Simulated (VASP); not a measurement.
Input of a VASP 6.6.1 run:

INCAR

```
  PREC = Accurate
  ENCUT = 520
  EDIFF = 1E-6
  ISMEAR = 0
  SIGMA = 0.02
  LREAL = F
  LASPH = T
  NELM = 80
  ALGO = Normal
  ISIF = 2
  LWAVE = F
  LCHARG = F
  GGA = PE
  IVDW = 12
  NBANDS = 35
```

Contents of KPOINTS:

```
regular mesh
0
Gamma
  12 12 2
```

POSCAR

```
WSe2
1.0
    3.3283613772      0.0000000000      0.0000000000
   -1.6641806886      2.8824455057      0.0000000000
    0.0000000000      0.0000000000     12.7165944087
W Se
2 4
Direct
    0.6666666667      0.3333333333      0.2500002177
    0.3333333333      0.6666666667      0.7499997823
    0.3333333333      0.6666666667      0.3810113253
    0.6666666667      0.3333333333      0.8810106914
    0.3333333333      0.6666666667      0.1189893086
    0.6666666667      0.3333333333      0.6189886747
```

Potentials or basis: VASP PAW PBE potentials, release 64 (W_sv, Se).

The run is started by

```bash
$ cat potpaw_PBE.64/W_sv/POTCAR potpaw_PBE.64/Se/POTCAR > POTCAR
$ mpirun -np 1 vasp_std > vasp.out
```

(1) What does it give for the pressure?

(2) What does it give for the dispersion energy per atom?

(3) What does it give for the largest force?

(4) Estimate the band gap on the k mesh.

Results:

(1) -1.9 GPa.

(2) -0.464 eV.

(3) 0.046 eV/Å.

(4) 0.87 eV (least direct gap 1.38 eV).

Caveat: the cell differs from its parent crystal (biaxial strain in the a-b plane: +1.5 %, then relaxed in part); spin-orbit coupling is left out, which moves the levels of the heavy elements.
